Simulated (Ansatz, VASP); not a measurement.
**Li5F4: VASP beside Ansatz**

```
CELL_PARAMETERS angstrom
2.83401 0.00000 0.00000
-1.41701 2.45432 0.00000
0.00000 0.00000 24.25584
ATOMIC_POSITIONS crystal
Li 0.66667 0.33333 0.30831
Li 0.33333 0.66667 0.40459
Li 0.00000 0.00000 0.50000
Li 0.66667 0.33333 0.59541
Li 0.33333 0.66667 0.69169
F 0.00000 0.00000 0.35648
F 0.66667 0.33333 0.45228
F 0.33333 0.66667 0.54772
F 0.00000 0.00000 0.64352
```

Alike in both runs: functional PBEsol; k mesh 12 × 12 × 1; occupations gaussian, width 0.05 eV; no spin polarisation.

Ansatz relaxed the structure, and its values are those at the end. VASP's run is a single point on that final structure, the one shown.

|  | VASP | Ansatz |
| --- | --- | --- |
| version | VASP 6.6.1 | Ansatz 0.2.0 |
| potentials or method | VASP PAW PBE potentials, release 64 (Li_sv, F), cutoff 520 eV | scalar-relativistic, plane waves, PAW |
| valence electrons in the cell | 43 | 43 |

```tsv
	VASP	Ansatz	Ansatz less VASP
gap on the k mesh at the Fermi level (eV)	none	none	-
rms of the force components (eV/Å)	0.003	0.000	-0.0031
work function, face that differs most (eV)	4.43	4.43	-0.001
```

VASP's potentials were made for PBE, not for PBEsol. A gap of «none» marks a metal or a gap that the smearing closes.

Noted on VASP's run: the cutoff is short for stress, so the pressure is rough.
